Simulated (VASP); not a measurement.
A run of VASP 6.6.1:

Contents of INCAR:

```
  PREC = Accurate
  ENCUT = 520
  EDIFF = 1E-7
  ISMEAR = -1
  SIGMA = 0.02
  LREAL = False
  LASPH = True
  NELM = 120
  ALGO = Normal
  ISIF = 2
  LWAVE = False
  LCHARG = False
  GGA = PE
  IBRION = 2
  NSW = 80
  EDIFFG = -0.02
  GGA_COMPAT = False
  NELMIN = 4
```

Contents of KPOINTS:

```
regular mesh
0
Gamma
  7 7 7
```

POSCAR

```
Cu2O
1.0
    4.2685000000      0.0000000000      0.0000000000
    0.0000000000      4.2685000000      0.0000000000
    0.0000000000      0.0000000000      4.1831300000
Cu O
4 2
Direct
    0.2500000000      0.2500000000      0.2500000000
    0.2500000000      0.7500000000      0.7500000000
    0.7500000000      0.7500000000      0.2500000000
    0.7500000000      0.2500000000      0.7500000000
    0.0000000000      0.0000000000      0.0000000000
    0.5000000000      0.5000000000      0.5000000000
```

Potentials or basis: VASP PAW PBE potentials, release 64 (Cu, O).

Command:

```bash
$ cat potpaw_PBE.64/Cu/POTCAR potpaw_PBE.64/O/POTCAR > POTCAR
$ mpirun -np 1 vasp_std > vasp.out
```

Hardware: 1 thread of Intel(R) Xeon(R) 6975P-C (Granite Rapids), with other jobs on the host.

**Question.** How long does it take, and how much memory?

**Answer.** Wall time 38 s on 1 thread of Intel(R) Xeon(R) 6975P-C (Granite Rapids), on a shared host, peak memory 0.22 GiB. Counts: scf iterations 16, k points 40, ion steps 1.
